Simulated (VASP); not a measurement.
Set up this calculation in VASP 6.6.1, as the native input.

| Item | Value |
| --- | --- |
| Task | single point |
| Functional | r2SCAN |
| Potentials or basis | VASP PAW PBE potentials, release 64 (Cd, O) |
| Cutoff | 660 eV |
| k mesh | 6 × 6 × 6 |
| Occupations | fermi-dirac, width 0.02 eV |
| Spin | no spin polarisation |
| Dipole correction | no |
| Further INCAR settings | ALGO = Normal; EDIFF = 1e-06; NBANDS = 16 |

Crystal: CdO (rock salt type).

```
Cd O
1.0
     0.00000    2.39000    2.39000
     2.39000    0.00000    2.39000
     2.39000    2.39000    0.00000
Cd O
1 1
Direct
  0.00000 0.00000 0.00000
  0.50000 0.50000 0.50000
```

The input as run:

POSCAR

```
CdO
1.0
    0.0000000000      2.3900000000      2.3900000000
    2.3900000000      0.0000000000      2.3900000000
    2.3900000000      2.3900000000      0.0000000000
Cd O
1 1
Direct
    0.0000000000      0.0000000000      0.0000000000
    0.5000000000      0.5000000000      0.5000000000
```

INCAR.step1

```
PREC = Accurate
ENCUT = 660
ISMEAR = -1
SIGMA = 0.02
LREAL = False
LASPH = True
NELM = 120
NBANDS = 16
GGA = PE
ALGO = Normal
EDIFF = 1E-5
LWAVE = True
LCHARG = False
GGA_COMPAT = False
```

INCAR.step2

```
PREC = Accurate
ENCUT = 660
EDIFF = 1E-6
ISMEAR = -1
SIGMA = 0.02
LREAL = False
LASPH = True
NELM = 120
ALGO = Normal
ISIF = 2
LWAVE = False
LCHARG = False
METAGGA = R2SCAN
LMIXTAU = True
NBANDS = 16
ISTART = 1
GGA_COMPAT = False
```

KPOINTS

```
Automatic mesh
0
Gamma
  6 6 6
```

Potentials or basis: VASP PAW PBE potentials, release 64 (Cd, O).

The run is started by

```bash
$ cat potpaw_PBE.64/Cd/POTCAR potpaw_PBE.64/O/POTCAR > POTCAR
$ cp INCAR.step1 INCAR
$ mpirun -np 1 vasp_std > vasp.out
$ cp INCAR.step2 INCAR
$ mpirun -np 1 vasp_std > vasp.out
```

Results of the run:

| Property | Result |
| --- | --- |
| Pressure | -5.0 GPa |
| Band gap on the k mesh | zero (band 9 reaches 1.24 eV, above the bottom of band 10 at 1.21 eV) |

Caveat: the k points lie up to 0.38 Å⁻¹ apart; the PAW data sets were made with another functional, which shifts forces and pressure a little.

Run time: 42 s on 1 thread of Intel(R) Xeon(R) Platinum 8375C CPU @ 2.90GHz (Ice Lake), on a shared host, peak memory 0.16 GiB.
